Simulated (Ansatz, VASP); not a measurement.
Si2Mo: VASP beside Ansatz

File INCAR:

```
  PREC = Accurate
  ENCUT = 520
  EDIFF = 1E-6
  ISMEAR = -1
  SIGMA = 0.05
  LREAL = False
  LASPH = True
  NELM = 80
  ALGO = Normal
  ISIF = 2
  LWAVE = False
  LCHARG = True
  GGA = PE
  LELF = True
  LVHAR = True
  NBANDS = 18
```

Contents of KPOINTS:

```
regular mesh
0
Gamma
  10 10 10
```

Contents of POSCAR:

```
Si2Mo
1.0
   -1.5840000000      1.5840000000      3.9305000000
    1.5840000000     -1.5840000000      3.9305000000
    1.5840000000      1.5840000000     -3.9305000000
Mo Si
1 2
Direct
    0.0000000000      0.0000000000      0.0000000000
    0.6670000000      0.6670000000      0.0000000000
    0.3330000000      0.3330000000      0.0000000000
```

The input input.yaml:

```yaml
crystal:
  lattice:
    - [-1.584, 1.584, 3.9305]
    - [1.584, -1.584, 3.9305]
    - [1.584, 1.584, -3.9305]
  atoms:
    - { symbol: Mo, position: [0.0, 0.0, 0.0] }
    - { symbol: Si, position: [0.667, 0.667, 0.0] }
    - { symbol: Si, position: [0.333, 0.333, 0.0] }
hamiltonian:
  xc: pbe
  pseudopotentials: { kind: paw }
kpoints:
  mp_grid: { grid: [10, 10, 10] }
  band_path:
    path:
      - [[0.0, 0.0, 0.0], [0.0, 0.0, 0.5], [-0.0812053715, 0.0812053715, 0.5], [-0.2906026858, 0.2906026858, 0.2906026858], [0.0, 0.0, 0.0], [0.5, 0.5, -0.5], [0.2906026858, 0.7093973142, -0.2906026858], [0.0, 0.5, 0.0], [0.25, 0.25, 0.25], [0.5, 0.5, -0.0812053715], [0.5, 0.5, -0.5]]
      - [[0.0, 0.0, 0.5], [0.25, 0.25, 0.25]]
    npoints: 14
scf:
  occupations: { method: fermi_dirac, width: 0.05 }
  n_extra_bands: 7
output:
  forces: true
  stress: true
  eigenvalues: true
  fatbands: false
```

Alike in both runs: functional PBE; k mesh 10 × 10 × 10; occupations fermi-dirac, width 0.05 eV; no spin polarisation.

|  | VASP | Ansatz |
| --- | --- | --- |
| version | VASP 6.6.1 | Ansatz 0.2.0 |
| potentials or method | VASP PAW PBE potentials, release 64 (Mo_sv, Si) | Ansatz PAW |
| plane-wave cutoff (eV) | 520 | 420 |
| valence electrons in the cell | 22 | 22 |
| task | single point | band structure |

Ansatz gave:

| Quantity | Value |
| --- | --- |
| gap on the k mesh at the Fermi level (eV) | none |
| pressure (GPa) | 6.6 |
| traceless stress, the component that is largest in VASP (GPa) | -3.18 |
| rms of the force components (eV/Å) | 0.122 |

Question: Which values does VASP return?

Answer: gap on the k mesh at the Fermi level (eV): none; pressure (GPa): 6.8; traceless stress, the component that is largest in VASP (GPa): -3.18; rms of the force components (eV/Å): 0.119.

Atom by atom the forces differ by 0.003 eV/Å (rms over components). A gap of «none» marks a metal or a gap that the smearing closes. The functional is the same, so the differences come from potentials, cutoffs and numerics.
